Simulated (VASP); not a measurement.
The system is Si.

```
Si
1.0
     0.00000    2.71850    2.71850
     2.71850    0.00000    2.71850
     2.71850    2.71850    0.00000
Si
2
Direct
  0.50000 0.50000 0.50000
  0.75000 0.75000 0.75000
```

| Item | Value |
| --- | --- |
| Program | VASP 6.6.1 |
| Task | relaxation of cell and atoms |
| Functional | RPBE |
| Potentials or basis | VASP PAW PBE potentials, release 64 (Si) |
| Cutoff | 600 eV |
| k mesh | 8 × 8 × 8 |
| Occupations | gaussian, width 0.02 eV |
| Spin | no spin polarisation |

At the start: pressure 3.1 GPa; volume 20.09 Å³/atom.

Question: Where does the relaxation end?

Answer: Over 3 steps the energy falls by 6.3 meV/atom and the volume is 20.77 Å³/atom (+3.4 %); space group Fd-3m (No. 227, to 0.05 Å).

Step by step:
| step | energy change (eV) | largest force (eV/Å) | pressure (GPa) | volume (Å³) |
| --- | --- | --- | --- | --- |
| 1 | 0.0000 | 0.0000 | 3.06 | 40.18 |
| 2 | -0.0074 | 0.0000 | -1.77 | 42.45 |
| 3 | -0.0125 | 0.0000 | 0.01 | 41.54 |

Final structure:
```yaml
crystal:
  lattice:
    - [0.00000, 2.74875, 2.74875]
    - [2.74875, 0.00000, 2.74875]
    - [2.74875, 2.74875, 0.00000]
  atoms:
    - { symbol: Si, position: [0.50000, 0.50000, 0.50000] }
    - { symbol: Si, position: [0.75000, 0.75000, 0.75000] }
```

Caveat: the PAW data sets were made with another functional, which shifts forces and pressure a little.
